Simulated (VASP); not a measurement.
# TaN (P-62m) in VASP: notebook

TaN is run at these levels: LDA+U; tasks: single point.

Everything below comes from runs of VASP 6.6.1. Logs are shortened: lines on timing, memory, paths and dates and some standing lists are left out, and cuts for length are marked.

## 1. The cell of the first run

The structure is hexagonal, space group P-62m (No. 189). Conventional cell: a = 5.196 Å, b = 5.196 Å, c = 2.911 Å, α = 90.00°, β = 90.00°, γ = 120.00°. Ta (site symmetry -6) has 6 N at 2.16 Å and 5 Ta at 2.91 to 3.00 Å within 3.0 Å. Ta (site symmetry -62m) has 3 N at 2.04 Å within 2.7 Å. N (site symmetry m2m) has 5 Ta at 2.04 to 2.16 Å and 6 N at 2.77 to 2.91 Å within 3.0 Å.

## 2. Single point, LDA+U, collinear spin, zero start

Input file INCAR:

```
PREC = Accurate ; ENCUT = 700
EDIFF = 1E-6 ; ISMEAR = 0
SIGMA = 0.05 ; LREAL = False
LASPH = True ; NELM = 200
ALGO = Normal ; ISIF = 2
LWAVE = False ; LCHARG = False
ISPIN = 2 ; MAGMOM = 0 0 0 0 0 0
LORBIT = 11 ; LMAXMIX = 4
LDAU = True ; LDAUTYPE = 2
LDAUL = 2 -1 ; LDAUU = 3 0
LDAUJ = 0 0 ; LDAUPRINT = 1
NBANDS = 40 ; GGA_COMPAT = False
```

Input file KPOINTS:

```
Automatic mesh
0
Gamma
  4 4 6
```

Input file POSCAR:

```
TaN
1.0
    5.1960001500      0.0000000000      0.0000000000
   -2.5980000800      4.4998681300      0.0000000000
    0.0000000000      0.0000000000      2.9109996000
Ta N
3 3
Direct
    0.3333333333      0.6666666667      0.5000000000
    0.6666666667      0.3333333333      0.5000000000
    0.0000000000      0.0000000000      0.0000000000
    0.3928500000      0.0000000000      0.0000000000
    0.6071500000      0.6071500000      0.0000000000
    0.0000000000      0.3928500000      0.0000000000
```

Potentials or basis: VASP PAW LDA potentials, release 64 (Ta_sv_GW, N).

Started as:

```
cat potpaw_LDA.64/Ta_sv_GW/POTCAR potpaw_LDA.64/N/POTCAR > POTCAR
mpirun -np 1 vasp_std > vasp.out
```

OUTCAR:

```text
PREC = Accurate
   ENCUT = 700
   EDIFF = 1E-6
   ISMEAR = 0
   LREAL = False
   LASPH = True
   NELM = 200
   ISIF = 2
   ISPIN = 2
   LORBIT = 11

 ion  position               nearest neighbor table
   1  0.333  0.667  0.500-   6 2.16   6 2.16   5 2.16   5 2.16   4 2.16   4 2.16   2 3.00   2 3.00
                             2 3.00
   2  0.667  0.333  0.500-   6 2.16   6 2.16   4 2.16   4 2.16   5 2.16   5 2.16   1 3.00   1 3.00
                             1 3.00
   3  0.000  0.000  0.000-   5 2.04   4 2.04   6 2.04
   4  0.393  0.000  0.000-   3 2.04   2 2.16   2 2.16   1 2.16   1 2.16
   5  0.607  0.607  0.000-   3 2.04   1 2.16   1 2.16   2 2.16   2 2.16
   6  0.000  0.393  0.000-   3 2.04   2 2.16   2 2.16   1 2.16   1 2.16

  LATTYP: Found a hexagonal cell.
 ALAT       =     5.1960001500
 C/A-ratio  =     0.5602385520

  Lattice vectors:

 A1 = (   5.1960001500,   0.0000000000,   0.0000000000)
 A2 = (  -2.5980000800,   4.4998681300,   0.0000000000)
 A3 = (   0.0000000000,   0.0000000000,   2.9109996000)

Analysis of symmetry for initial positions (statically):
=====================================================================
 Subroutine PRICEL returns:
 Original cell was already a primitive cell.

 Routine SETGRP: Setting up the symmetry group for a
 hexagonal supercell.

 Subroutine GETGRP returns: Found 12 space group operations
 (whereof 12 operations were pure point group operations)
 out of a pool of 24 trial point group operations.

The static configuration has the point symmetry D_3h.

Analysis of symmetry for dynamics (positions and initial velocities):
=====================================================================
 Subroutine PRICEL returns:
 Original cell was already a primitive cell.

 Routine SETGRP: Setting up the symmetry group for a
 hexagonal supercell.

 Subroutine GETGRP returns: Found 12 space group operations
 (whereof 12 operations were pure point group operations)
 out of a pool of 24 trial point group operations.

The dynamic configuration has the point symmetry D_3h.

Analysis of structural, dynamic, and magnetic symmetry:
=====================================================================
 Subroutine PRICEL returns:
 Original cell was already a primitive cell.

 Routine SETGRP: Setting up the symmetry group for a
 hexagonal supercell.

 Subroutine GETGRP returns: Found 12 space group operations
 (whereof 12 operations were pure point group operations)
 out of a pool of 24 trial point group operations.

The overall configuration has the point symmetry D_3h.

 Subroutine INISYM returns: Found 12 space group operations
 (whereof 12 operations are pure point group operations),
 and found     1 'primitive' translations

----------------------------------------------------------------------------------------

                                     Primitive cell

  volume of cell :      68.0630

  direct lattice vectors                    reciprocal lattice vectors
     5.196000150  0.000000000  0.000000000     0.192455730  0.111114367  0.000000000
    -2.598000080  4.499868130  0.000000000     0.000000000  0.222228735  0.000000000
     0.000000000  0.000000000  2.910999600     0.000000000  0.000000000  0.343524609

  length of vectors
     5.196000150  5.196000154  2.910999600     0.222228735  0.222228735  0.343524609

  position of ions in fractional coordinates (direct lattice)
     0.333333333  0.666666667  0.500000000
     0.666666667  0.333333333  0.500000000
     0.000000000  0.000000000  0.000000000
[... 90 lines left out ...]
   ISMEAR =     0;   SIGMA  =   0.05  broadening in eV -4-tet -1-fermi 0-gaus
   EFERMI_NEDOS =   21; number of points for ismear=-14 and -15
   IALGO  =     38    algorithm
   IMIX   =      4    mixing-type and parameters
     AMIX     =   0.40;   BMIX     =  1.00
     AMIX_MAG =   1.60;   BMIX_MAG =  1.00
  volume/ion in A,a.u.               =      11.34        76.55
  Fermi-wavevector in a.u.,A,eV,Ry     =   1.515546  2.863966 31.250936  2.296879
  Thomas-Fermi vector in A             =   2.625055
   LORBIT       =     11    0 simple, 1 ext, 2 COOP (PROOUT), +10 PAW based schemes
 LDA+U is selected, type is set to LDAUTYPE =  2
   angular momentum for each species LDAUL =     2   -1
   U (eV)           for each species LDAUU =   3.0  0.0
   J (eV)           for each species LDAUJ =   0.0  0.0
   GGA     = CA    functional components
   LHFCALC =     F    Hartree Fock is set to
   AEXX    =    0.0000 exact exchange contribution
   IVDW    =     0    specifies the selected vdW correction
   LEPSILON=     F    determine dielectric tensor
   LRPA    =     F    only Hartree local field effects (RPA)
 spin polarized calculation
 Gauss-broadening in eV      SIGMA  =   0.05
  energy-cutoff  :      700.00
  volume of cell :       68.06
 maximum number of plane-waves:      2892
 NGX is ok and might be reduce to    48
   NGX = 23   NGY = 23   NGZ = 13

 number of electron      54.0000000 magnetization      -0.0001208

atom =   1  type =  1  l = 2

 onsite density matrix

spin component  1
[... 83 lines left out ...]
  o =  0.1876  v =  0.0000  0.0000  0.0000  0.0000  0.0000  0.0000 -0.5583 -0.0000 -0.8296  0.0000      0.0000  0.0000  0.0000  0.0000  0.0000  0.0000  0.0000  0.0000  0.0000  0.0000
  o =  0.1876  v =  0.0000  0.0000  0.0000  0.0000  0.0000  0.0000  0.8296  0.0000 -0.5583 -0.0000      0.0000  0.0000  0.0000  0.0000  0.0000  0.0000  0.0000  0.0000  0.0000  0.0000
  o =  0.1876  v =  0.0000 -0.5583  0.0000 -0.8296 -0.0000  0.0000  0.0000  0.0000  0.0000  0.0000      0.0000  0.0000  0.0000  0.0000  0.0000  0.0000  0.0000  0.0000  0.0000  0.0000
  o =  0.1876  v =  0.0000  0.8296 -0.0000 -0.5583  0.0000  0.0000  0.0000  0.0000  0.0000  0.0000      0.0000  0.0000  0.0000  0.0000  0.0000  0.0000  0.0000  0.0000  0.0000  0.0000
  o =  0.2313  v =  0.0000  0.0000  0.0000  0.0000  0.0000 -0.0036 -0.0000  0.0000 -0.0000 -1.0000      0.0000  0.0000  0.0000  0.0000  0.0000  0.0000  0.0000  0.0000  0.0000  0.0000
  o =  0.2313  v =  0.0000  0.0000  0.0000  0.0000  0.0000 -1.0000  0.0000  0.0000 -0.0000  0.0036      0.0000  0.0000  0.0000  0.0000  0.0000  0.0000  0.0000  0.0000  0.0000  0.0000
  o =  0.2313  v = -0.0046  0.0000  0.0000  0.0000 -1.0000  0.0000  0.0000  0.0000  0.0000  0.0000      0.0000  0.0000  0.0000  0.0000  0.0000  0.0000  0.0000  0.0000  0.0000  0.0000
  o =  0.2313  v = -1.0000 -0.0000  0.0000 -0.0000  0.0046  0.0000  0.0000  0.0000  0.0000  0.0000      0.0000  0.0000  0.0000  0.0000  0.0000  0.0000  0.0000  0.0000  0.0000  0.0000
  o =  0.3242  v =  0.0000  0.0000  0.0000  0.0000  0.0000 -0.0000  0.0000 -1.0000  0.0000 -0.0000      0.0000  0.0000  0.0000  0.0000  0.0000  0.0000  0.0000  0.0000  0.0000  0.0000
  o =  0.3242  v = -0.0000 -0.0000 -1.0000  0.0000 -0.0000  0.0000  0.0000  0.0000  0.0000  0.0000      0.0000  0.0000  0.0000  0.0000  0.0000  0.0000  0.0000  0.0000  0.0000  0.0000

 number of electron      54.0000000 magnetization       0.0000044

 Free energy of the ion-electron system (eV)
  ---------------------------------------------------
  ext. energy  EPLUGINS =         0.00000000
  ---------------------------------------------------
  free energy    TOTEN  =       -73.53624611 eV

  energy without entropy =      -73.53219906  energy(sigma->0) =      -73.53422259

 E-fermi :  12.4593     XC(G=0): -13.6267

 val. band max:       12.0578688594   @ k =   0.2500  -0.0000   0.3333
 cond. band min:      12.4614536421   @ k =   0.0000   0.0000   0.3333
 fundamental gap:      0.4035847827
 Fermi energy:        12.4593168693

 spin component 1

 k-point     1 :       0.0000    0.0000    0.0000
  band No.  band energies     occupation
      1     -57.2649      1.00000
      2     -57.2193      1.00000
      3     -56.6491      1.00000
      4     -24.2465      1.00000
      5     -24.2465      1.00000
      6     -23.8981      1.00000
[... 661 lines left out ...]
     38      18.4689      0.00000
     39      18.8319      0.00000
 Fermi energy:        12.4593168693

 spin component 2

 k-point     1 :       0.0000    0.0000    0.0000
  band No.  band energies     occupation
      1     -57.2649      1.00000
      2     -57.2193      1.00000
      3     -56.6491      1.00000
      4     -24.2465      1.00000
      5     -24.2465      1.00000
      6     -23.8981      1.00000
[... 661 lines left out ...]
     38      18.4689      0.00000
     39      18.8319      0.00000
 [bands above 39 left out]

------------------------ aborting loop because EDIFF is reached ----------------------------------------

  FORCE on cell =-STRESS in cart. coord.  units (eV):
  Direction    XX          YY          ZZ          XY          YZ          ZX
  --------------------------------------------------------------------------------------
  -------------------------------------------------------------------------------------
  Total        0.0760599      0.0760599      0.1094941     -0.0000000     -0.0000000      0.0000000
  in kB        1.7904209      1.7904209      2.5774508     -0.0000000     -0.0000000      0.0000000
  external PRESSURE =       2.0527642 kB  Pullay stress =       0.0000000 kB

 VOLUME and BASIS-vectors are now :
 -----------------------------------------------------------------------------
  energy-cutoff  :      700.00
  volume of cell :       68.06
      direct lattice vectors                 reciprocal lattice vectors
     5.196000150  0.000000000  0.000000000     0.192455730  0.111114367  0.000000000
    -2.598000080  4.499868130  0.000000000     0.000000000  0.222228735  0.000000000
     0.000000000  0.000000000  2.910999600     0.000000000  0.000000000  0.343524609

 POSITION                                       TOTAL-FORCE (eV/Angst)
 -----------------------------------------------------------------------------------
     -0.00000      2.99991      1.45550        -0.000000     -0.000000     -0.000000
      2.59800      1.49996      1.45550        -0.000000      0.000000     -0.000000
      0.00000      0.00000      0.00000        -0.000000      0.000000     -0.000000
      2.04125      0.00000      0.00000         0.166871      0.000000      0.000000
      1.57738      2.73209      0.00000        -0.083436     -0.144515     -0.000000
     -1.02062      1.76777      0.00000        -0.083436      0.144515      0.000000
 -----------------------------------------------------------------------------------
    total drift:                               -0.000000     -0.000001      0.000000

  FREE ENERGIE OF THE ION-ELECTRON SYSTEM (eV)
  ---------------------------------------------------
  free  energy   TOTEN  =       -73.5362461075 eV

  energy  without entropy=      -73.5321990647  energy(sigma->0) =      -73.53422259

 total charge

# of ion       s       p       d       f       tot
--------------------------------------------------
    1        3.117   6.072   2.242   0.133  11.564
    2        3.117   6.072   2.242   0.133  11.564
    3        3.334   6.052   2.279   0.095  11.760
    4        1.223   2.549   0.000   0.000   3.772
    5        1.223   2.549   0.000   0.000   3.772
    6        1.223   2.549   0.000   0.000   3.772
--------------------------------------------------
tot         13.236  25.844   6.762   0.360  46.203

 magnetization (x)

# of ion       s       p       d       f       tot
--------------------------------------------------
    1       -0.000   0.000   0.000   0.000   0.000
    2       -0.000   0.000   0.000   0.000   0.000
    3        0.000   0.000   0.000   0.000   0.000
    4        0.000   0.000   0.000   0.000   0.000
    5        0.000   0.000   0.000   0.000   0.000
    6        0.000   0.000   0.000   0.000   0.000
--------------------------------------------------
tot         -0.000   0.000   0.000   0.000   0.000
```

It took 2.4 min on 1 thread of Intel Xeon Platinum 8124M at 3.00GHz (Skylake/Cascade Lake), shared host; peak memory 0.29 GiB.

What came out:

| Item | Value |
| --- | --- |
| Free energy | -73.5362 eV |
| Pressure | 0.2 GPa |
| Largest force | 0.167 eV/Å |
| Band gap on the k mesh | zero (filled and empty bands overlap) |
| Net moment | 0.00 μB per cell |
| Valence electrons inside the program's atomic spheres | Ta 11.56, 11.76 (each value once); N 3.77 |

Forces in eV/Å, atoms in the order of the input:
```
Ta   0.000  0.000  0.000
Ta   0.000  0.000  0.000
Ta   0.000  0.000  0.000
N    0.167  0.000  0.000
N   -0.083 -0.145  0.000
N   -0.083  0.145  0.000
```

Levels at points of the mesh, in eV from the Fermi level:
Spin up:
| k point | band 23 | band 24 | band 25 | band 26 | band 27 | band 28 | band 29 | band 30 | band 31 | band 32 |
| --- | --- | --- | --- | --- | --- | --- | --- | --- | --- | --- |
| (0.00, 0.00, 0.00) | -5.16 | -4.43 | -3.56 | -2.08 | -0.97 | -0.97 | 0.67 | 0.67 | 1.71 | 1.91 |
| (0.50, 0.00, 0.00) | -4.74 | -4.06 | -4.03 | -3.01 | -2.72 | 1.12 | 1.86 | 1.92 | 2.46 | 2.53 |
| (0.00, 0.00, 0.50) | -4.60 | -4.56 | -2.91 | -2.91 | 1.83 | 1.97 | 1.97 | 2.16 | 2.16 | 3.26 |
| (0.50, 0.00, 0.50) | -4.93 | -4.12 | -3.32 | -2.09 | -0.95 | 0.48 | 1.32 | 3.21 | 3.28 | 3.35 |
Spin down:
| k point | band 23 | band 24 | band 25 | band 26 | band 27 | band 28 | band 29 | band 30 | band 31 | band 32 |
| --- | --- | --- | --- | --- | --- | --- | --- | --- | --- | --- |
| (0.00, 0.00, 0.00) | -5.16 | -4.43 | -3.56 | -2.08 | -0.97 | -0.97 | 0.67 | 0.67 | 1.71 | 1.91 |
| (0.50, 0.00, 0.00) | -4.74 | -4.06 | -4.03 | -3.01 | -2.72 | 1.12 | 1.86 | 1.92 | 2.46 | 2.53 |
| (0.00, 0.00, 0.50) | -4.60 | -4.56 | -2.91 | -2.91 | 1.83 | 1.97 | 1.97 | 2.16 | 2.16 | 3.26 |
| (0.50, 0.00, 0.50) | -4.93 | -4.12 | -3.32 | -2.09 | -0.95 | 0.48 | 1.32 | 3.21 | 3.28 | 3.35 |

Eigenvalues of the final occupation matrices:
| site | spin | trace | eigenvalues |
| --- | --- | --- | --- |
| site 1 d | 1 | 1.14 | 0.21 0.21 0.23 0.23 0.28 |
| site 1 d | 2 | 1.14 | 0.21 0.21 0.23 0.23 0.28 |
| site 2 d | 1 | 1.14 | 0.21 0.21 0.23 0.23 0.28 |
| site 2 d | 2 | 1.14 | 0.21 0.21 0.23 0.23 0.28 |
| site 3 d | 1 | 1.16 | 0.19 0.19 0.23 0.23 0.32 |
| site 3 d | 2 | 1.16 | 0.19 0.19 0.23 0.23 0.32 |

Caveat: spin-orbit coupling is left out, which moves the levels of the heavy elements.

## 3. Single point, LDA+U, collinear spin, zero start

Input file INCAR:

```
SYSTEM = TaN
  ALGO = Normal
  EDIFF = 1E-6
  ENCUT = 700
  GGA = CA
  GGA_COMPAT = .False.
  ISIF = 2
  ISMEAR = 0
  ISPIN = 2
  LASPH = .True.
  LCHARG = .False.
  LDAU = .True.
  LDAUJ = 0 0
  LDAUL = 2 -1
  LDAUPRINT = 1
  LDAUTYPE = 2
  LDAUU = 3 0
  LMAXMIX = 4
  LORBIT = 11
  LREAL = .False.
  LWAVE = .False.
  MAGMOM = 0 0 0 0 0 0
  NBANDS = 40
  NELM = 200
  PREC = Accurate
  SIGMA = 0.05
```

Input file KPOINTS:

```
k-points
0
Gamma
  4 4 6
  0 0 0
```

POSCAR is that of step 2.

Potentials or basis: VASP PAW LDA potentials, release 64 (Ta_sv_GW, N).

Started as:

```
cat potpaw_LDA.64/Ta_sv_GW/POTCAR potpaw_LDA.64/N/POTCAR > POTCAR
mpirun -np 1 vasp_std > vasp.out
```

Wall time 4.1 min (1 thread of Intel Xeon Platinum 8375C at 2.90GHz (Ice Lake), shared host); peak memory 0.27 GiB.

Results (log left out):

| Item | Value |
| --- | --- |
| Free energy | -73.5362 eV |
| Pressure | 0.2 GPa |
| Largest force | 0.167 eV/Å |
| Band gap on the k mesh | zero (filled and empty bands overlap) |
| Net moment | 0.00 μB per cell |
| Valence electrons inside the program's atomic spheres | Ta 11.56, 11.76 (each value once); N 3.77 |

Forces on the atoms (eV/Å):
```
Ta   0.000  0.000  0.000
Ta   0.000  0.000  0.000
Ta   0.000  0.000  0.000
N    0.167  0.000  0.000
N   -0.083 -0.145  0.000
N   -0.083  0.145  0.000
```

Stress tensor (GPa, compression positive):
```
0.18 0.00 0.00
0.00 0.18 0.00
0.00 0.00 0.26
```

Levels at points of the mesh, in eV from the Fermi level:
Spin up:
| k point | band 23 | band 24 | band 25 | band 26 | band 27 | band 28 | band 29 | band 30 | band 31 | band 32 |
| --- | --- | --- | --- | --- | --- | --- | --- | --- | --- | --- |
| (0.00, 0.00, 0.00) | -5.16 | -4.43 | -3.56 | -2.08 | -0.97 | -0.97 | 0.67 | 0.67 | 1.71 | 1.91 |
| (0.50, 0.00, 0.00) | -4.74 | -4.06 | -4.03 | -3.01 | -2.72 | 1.12 | 1.86 | 1.92 | 2.46 | 2.53 |
| (0.00, 0.00, 0.50) | -4.60 | -4.56 | -2.91 | -2.91 | 1.83 | 1.97 | 1.97 | 2.16 | 2.16 | 3.26 |
| (0.50, 0.00, 0.50) | -4.93 | -4.12 | -3.32 | -2.09 | -0.95 | 0.48 | 1.32 | 3.21 | 3.28 | 3.35 |
Spin down:
```tsv
k point	band 24	band 25	band 26	band 27	band 28	band 29	band 30	band 31
(0.00, 0.00, 0.00)	-4.43	-3.56	-2.08	-0.97	-0.97	0.67	0.67	1.71
(0.50, 0.00, 0.00)	-4.06	-4.03	-3.01	-2.72	1.12	1.86	1.92	2.46
(0.00, 0.00, 0.50)	-4.56	-2.91	-2.91	1.83	1.97	1.97	2.16	2.16
(0.50, 0.00, 0.50)	-4.12	-3.32	-2.09	-0.95	0.48	1.32	3.21	3.28
```

Eigenvalues of the final occupation matrices:
```csv
site,spin,trace,eigenvalues
site 1 d,1,1.14,0.21 0.21 0.23 0.23 0.28
site 1 d,2,1.14,0.21 0.21 0.23 0.23 0.28
site 2 d,1,1.14,0.21 0.21 0.23 0.23 0.28
site 2 d,2,1.14,0.21 0.21 0.23 0.23 0.28
site 3 d,1,1.16,0.19 0.19 0.23 0.23 0.32
site 3 d,2,1.16,0.19 0.19 0.23 0.23 0.32
```

Caveat: spin-orbit coupling is left out, which moves the levels of the heavy elements.

## 4. Single point, LDA+U, collinear spin

Input file INCAR:

```
SYSTEM = TaN
  PREC = Accurate
  ENCUT = 700
  EDIFF = 1E-6
  ISMEAR = 0
  SIGMA = 0.05
  LREAL = .FALSE.
  LASPH = .TRUE.
  NELM = 200
  ALGO = Normal
  ISIF = 2
  LWAVE = .FALSE.
  LCHARG = .FALSE.
  ISPIN = 2
  MAGMOM = 2 2 2 0 0 0
  LORBIT = 11
  LMAXMIX = 4
  LDAU = .TRUE.
  LDAUTYPE = 2
  LDAUL = 2 -1
  LDAUU = 3 0
  LDAUJ = 0 0
  LDAUPRINT = 1
  GGA = CA
  NBANDS = 40
  GGA_COMPAT = .FALSE.
```

Input file KPOINTS:

```
Automatic mesh
0
G
  4 4 6
  0 0 0
```

POSCAR is that of step 3.

Started as:

```
cat potpaw_LDA.64/Ta_sv_GW/POTCAR potpaw_LDA.64/N/POTCAR > POTCAR
mpirun -np 1 vasp_std > vasp.out
```

Run time: 3.8 min. Hardware: 1 thread of Intel Xeon Platinum 8259CL at 2.50GHz (Skylake/Cascade Lake), shared host; peak memory 0.29 GiB.

It converged, with:

```yaml
Free_energy: -73.5362 eV
Pressure: 0.2 GPa
Largest_force: 0.167 eV/Å
Band_gap_on_the_k_mesh: zero (filled and empty bands overlap)
Net_moment: 0.00 μB per cell
Valence_electrons_inside_the_program's_atomic_spheres: Ta 11.56, 11.76 (each value once); N 3.77
```

Forces in eV/Å, atoms in the order of the input:
```
Ta   0.000  0.000  0.000
Ta   0.000  0.000  0.000
Ta   0.000  0.000  0.000
N    0.167  0.000  0.000
N   -0.083 -0.145  0.000
N   -0.083  0.145  0.000
```

Stress tensor (GPa, compression positive):
```
0.19 0.00 0.00
0.00 0.19 0.00
0.00 0.00 0.27
```

Levels at points of the mesh, in eV from the Fermi level:
Spin up:
```
           k point  band 23  band 24  band 25  band 26  band 27  band 28  band 29  band 30  band 31  band 32
(0.00, 0.00, 0.00)    -5.16    -4.43    -3.56    -2.08    -0.97    -0.97     0.67     0.67     1.71     1.91
(0.50, 0.00, 0.00)    -4.74    -4.06    -4.03    -3.01    -2.72     1.12     1.86     1.92     2.46     2.53
(0.00, 0.00, 0.50)    -4.60    -4.56    -2.91    -2.91     1.83     1.97     1.97     2.16     2.16     3.26
(0.50, 0.00, 0.50)    -4.93    -4.12    -3.32    -2.09    -0.95     0.48     1.32     3.21     3.28     3.35
```
Spin down:
```csv
k point,band 24,band 25,band 26,band 27,band 28,band 29,band 30,band 31
"(0.00, 0.00, 0.00)",-4.43,-3.56,-2.08,-0.97,-0.97,0.67,0.67,1.71
"(0.50, 0.00, 0.00)",-4.06,-4.03,-3.01,-2.72,1.12,1.86,1.92,2.46
"(0.00, 0.00, 0.50)",-4.56,-2.91,-2.91,1.83,1.97,1.97,2.16,2.16
"(0.50, 0.00, 0.50)",-4.12,-3.32,-2.09,-0.95,0.48,1.32,3.21,3.28
```

Eigenvalues of the final occupation matrices:
```tsv
site	spin	trace	eigenvalues
site 1 d	1	1.14	0.21 0.21 0.23 0.23 0.28
site 1 d	2	1.14	0.21 0.21 0.23 0.23 0.28
site 2 d	1	1.14	0.21 0.21 0.23 0.23 0.28
site 2 d	2	1.14	0.21 0.21 0.23 0.23 0.28
site 3 d	1	1.16	0.19 0.19 0.23 0.23 0.32
site 3 d	2	1.16	0.19 0.19 0.23 0.23 0.32
```

Caveat: spin-orbit coupling is left out, which moves the levels of the heavy elements.

The gap in the log of VASP goes by the Fermi energy; the results here count the filled bands.